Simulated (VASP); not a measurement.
# Ni (Fm-3m) in VASP: further runs, part 2 of 2

VASP 6.6.1. Earlier steps stand in the parts before.

### 4 Single point, PBE, collinear spin, ferromagnetic start

File INCAR:

```
  ALGO = Normal
  EDIFF = 1E-6
  ENCUT = 600
  GGA = PE
  GGA_COMPAT = False
  ISIF = 2
  ISMEAR = 0
  ISPIN = 2
  ISYM = 0
  LASPH = True
  LCHARG = True
  LELF = True
  LMAXMIX = 4
  LORBIT = 11
  LREAL = False
  LVHAR = True
  LWAVE = False
  MAGMOM = 0.81
  NBANDS = 15
  NELM = 200
  PREC = Accurate
  SIGMA = 0.1
```

File KPOINTS:

```
Automatic mesh
0
Gamma
  2 2 2
  0.5 0.5 0
```

File POSCAR:

```
Ni
1.0
    0.0000000000      1.7679500000      1.7679500000
    1.7679500000      0.0000000000      1.7679500000
    1.7679500000      1.7679500000      0.0000000000
Ni
1
Direct
    0.0000000000      0.0000000000      0.0000000000
```

Potentials or basis: VASP PAW PBE potentials, release 64 (Ni).

Launch:

```sh
cat potpaw_PBE.64/Ni/POTCAR > POTCAR
mpirun -np 1 vasp_std > vasp.out
```

OUTCAR:

```text
EDIFF = 1E-6
   ENCUT = 600
   GGA = PE
   ISIF = 2
   ISMEAR = 0
   ISPIN = 2
   ISYM = 0
   LASPH = True
   LORBIT = 11
   LREAL = False
   NELM = 200
   PREC = Accurate

 ion  position               nearest neighbor table
   1  0.000  0.000  0.000-

IMPORTANT INFORMATION: All symmetrisations will be switched off!
NOSYMM: (Re-)initialisation of all symmetry stuff for point group C_1.

----------------------------------------------------------------------------------------

                                     Primitive cell

  volume of cell :      11.0520

  direct lattice vectors                    reciprocal lattice vectors
     0.000000000  1.767950000  1.767950000    -0.282813428  0.282813428  0.282813428
     1.767950000  0.000000000  1.767950000     0.282813428 -0.282813428  0.282813428
     1.767950000  1.767950000  0.000000000     0.282813428  0.282813428 -0.282813428

  length of vectors
     2.500258868  2.500258868  2.500258868     0.489847226  0.489847226  0.489847226

  position of ions in fractional coordinates (direct lattice)
     0.000000000  0.000000000  0.000000000

  ion indices of the primitive-cell ions
   primitive index   ion index
                 1           1

----------------------------------------------------------------------------------------

 KPOINTS: Automatic mesh

Automatic generation of k-mesh.
 Grid dimensions read from file:
 generate k-points for:    2    2    2

 Generating k-lattice:

  Cartesian coordinates                     Fractional coordinates (reciprocal lattice)
    -0.141406714  0.141406714  0.141406714     0.500000000  0.000000000  0.000000000
     0.141406714 -0.141406714  0.141406714     0.000000000  0.500000000  0.000000000
     0.141406714  0.141406714 -0.141406714     0.000000000  0.000000000  0.500000000

  Length of vectors
     0.244923613  0.244923613  0.244923613

  Shift w.r.t. Gamma in fractional coordinates (k-lattice)
     0.500000000  0.500000000  0.000000000

 Subroutine IBZKPT returns following result:
[... 104 lines left out ...]
      8      28.2036      0.00000
      9      29.0516      0.00000
     10      29.7974      0.00000
     11      34.3210      0.00000
     12      47.9744      0.00000
     13      47.9744      0.00000
     14      48.9127      0.00000
[... 184 lines left out ...]
      1       5.4946      1.00000
      2       6.2448      1.00000
      3       6.2448      1.00000
      4       7.8888      1.00000
      5       8.8233      0.00009
      6      16.7979      0.00000
      7      16.7979      0.00000
      8      19.0009      0.00000
      9      20.1019      0.00000
     10      39.3572      0.00000
     11      39.3572      0.00000
     12      41.3576      0.00000
     13      46.2048      0.00000
     14      55.7180      0.00000
     15      58.4862      0.00000
 Fermi energy:         8.5592002969

 spin component 2

 k-point     1 :       0.2500    0.2500    0.0000
  band No.  band energies     occupation
      1       3.0919      1.00000
      2       5.9857      1.00000
      3       7.3631      1.00000
      4       7.7159      1.00000
      5       7.7159      1.00000
      6       8.2951      0.99991
      7      28.2036      0.00000
      8      28.2036      0.00000
      9      29.0515      0.00000
     10      29.7974      0.00000
     11      34.3210      0.00000
     12      47.9744      0.00000
     13      47.9744      0.00000
     14      48.9126      0.00000
[... 185 lines left out ...]
      2       6.2448      1.00000
      3       6.2448      1.00000
      4       7.8888      1.00000
      5       8.8233      0.00009
      6      16.7979      0.00000
      7      16.7979      0.00000
      8      19.0009      0.00000
      9      20.1018      0.00000
     10      39.3571      0.00000
     11      39.3571      0.00000
     12      41.3576      0.00000
     13      46.2047      0.00000
     14      55.7179      0.00000
     15      58.4862      0.00000

------------------------ aborting loop because EDIFF is reached ----------------------------------------

  FORCE on cell =-STRESS in cart. coord.  units (eV):
  Direction    XX          YY          ZZ          XY          YZ          ZX
  --------------------------------------------------------------------------------------
  -------------------------------------------------------------------------------------
  Total       -1.1940147     -1.1940189     -1.1940295     -0.0000002      0.0000140      0.0000103
  in kB     -173.0933279   -173.0939327   -173.0954728     -0.0000332      0.0020271      0.0014909
  external PRESSURE =    -173.0942445 kB  Pullay stress =       0.0000000 kB

 VOLUME and BASIS-vectors are now :
 -----------------------------------------------------------------------------
  energy-cutoff  :      600.00
  volume of cell :       11.05
      direct lattice vectors                 reciprocal lattice vectors
     0.000000000  1.767950000  1.767950000    -0.282813428  0.282813428  0.282813428
     1.767950000  0.000000000  1.767950000     0.282813428 -0.282813428  0.282813428
     1.767950000  1.767950000  0.000000000     0.282813428  0.282813428 -0.282813428

 POSITION                                       TOTAL-FORCE (eV/Angst)
 -----------------------------------------------------------------------------------
      0.00000      0.00000      0.00000         0.000001     -0.000001      0.000001
 -----------------------------------------------------------------------------------
    total drift:                                0.000001     -0.000001      0.000001

  FREE ENERGIE OF THE ION-ELECTRON SYSTEM (eV)
  ---------------------------------------------------
  free  energy   TOTEN  =        -6.1466695539 eV

  energy  without entropy=       -6.1466431410  energy(sigma->0) =       -6.14665635

 total charge

# of ion       s       p       d       tot
------------------------------------------
    1        0.512   0.493   8.257   9.262

 magnetization (x)

# of ion       s       p       d       tot
------------------------------------------
    1        0.000   0.000   0.000   0.000
```

stdout:

```text
POSCAR found type information on POSCAR Ni
 POSCAR found :  1 types and       1 ions
 scaLAPACK will be used
 LDA part: xc-table for (Slater+PW92), standard interpolation
 POSCAR, INCAR and KPOINTS ok, starting setup
 FFT: planning ... GRIDC
 FFT: planning ... GRID_SOFT
 FFT: planning ... GRID
 WAVECAR not read
 entering main loop
```

Wall time 8 s (1 thread of AMD EPYC 7R13 (Zen 3), shared host); peak memory 0.1 GiB.

Results:

```
Free energy                                           : -6.1467 eV
Pressure                                              : -17.3 GPa
Band gap on the k mesh                                : zero (filled and empty bands overlap)
Net moment                                            : 0.00 μB per cell
Valence electrons inside the program's atomic spheres : Ni 9.26
```

Levels at points of the mesh, in eV from the Fermi level:
Spin up:
```
           k point  band 2  band 3  band 4  band 5  band 6  band 7  band 8  band 9
(0.25, 0.25, 0.00)   -2.57   -1.20   -0.84   -0.84   -0.26   19.64   19.64   20.49
```
Spin down:
| k point | band 3 | band 4 | band 5 | band 6 | band 7 | band 8 |
| --- | --- | --- | --- | --- | --- | --- |
| (0.25, 0.25, 0.00) | -1.20 | -0.84 | -0.84 | -0.26 | 19.64 | 19.64 |

Caveat: the k points lie up to 1.54 Å⁻¹ apart.

### 5 Single point, PBE, collinear spin, ferromagnetic start

File INCAR:

```
PREC = Accurate
ENCUT = 600
EDIFF = 1E-6
ISMEAR = 1
SIGMA = 0.1
LREAL = F
LASPH = T
NELM = 200
ALGO = Normal
ISIF = 2
LWAVE = F
LCHARG = F
ISPIN = 2
MAGMOM = 0.81
LORBIT = 11
LMAXMIX = 4
GGA = PE
NBANDS = 15
GGA_COMPAT = F
```

File KPOINTS:

```
Automatic mesh
0
Gamma
  3 3 3
```

Changes to POSCAR since step 4:

```diff
@@ -8,2 +8,2 @@
 Direct
-    0.0000000000      0.0000000000      0.0000000000
+    0.9000000000      0.8100000000      0.0860000000
```

Launch:

```sh
cat potpaw_PBE.64/Ni/POTCAR > POTCAR
mpirun -np 1 vasp_std > vasp.out
```

Run time: 4.9 s. Hardware: 1 thread of AMD EPYC 7R13 (Zen 3), shared host; peak memory 0.1 GiB.

Results (log left out):

```
Free energy                                           : -5.3454 eV
Pressure                                              : 4.0 GPa
Net moment                                            : 1.11 μB per cell
Site moments                                          : Ni +1.12 μB
Valence electrons inside the program's atomic spheres : Ni 9.25
```

Levels at points of the mesh, in eV from the Fermi level:
Spin up:
```tsv
k point	band 3	band 4	band 5	band 6	band 7	band 8	band 9	band 10
(0.00, 0.00, 0.00)	-2.61	-2.61	-1.58	-1.58	23.96	27.61	27.61	27.61
```
Spin down:
```
           k point  band 1  band 2  band 3  band 4  band 5  band 6  band 7  band 8  band 9
(0.00, 0.00, 0.00)   -8.58   -1.42   -1.42   -1.42   -0.39   -0.39   23.77   27.68   27.68
```

Caveat: the k points lie up to 1.03 Å⁻¹ apart.

### 6 The runs side by side

| k mesh | smearing | gap on the mesh (eV) | pressure (GPa) | moment (μB) |
| --- | --- | --- | --- | --- |
| 2 × 2 × 2, shifted | methfessel-paxton 0.18 eV | none | -17.3 | 0.00 |
| 2 × 2 × 2, shifted | gaussian 0.1 eV | none | -17.3 | 0.00 |
| 3 × 3 × 3 | methfessel-paxton 0.1 eV | none | 4.0 | 1.11 |

Alike in all rows: task single point; level PBE; potentials or basis VASP PAW PBE potentials, release 64 (Ni); spin collinear, ferromagnetic start; cell as given; cutoff (eV) 600.

Caveats: all runs use coarse meshes.

Total energies depend on the potentials used, so only differences within one code and one set of settings carry meaning.
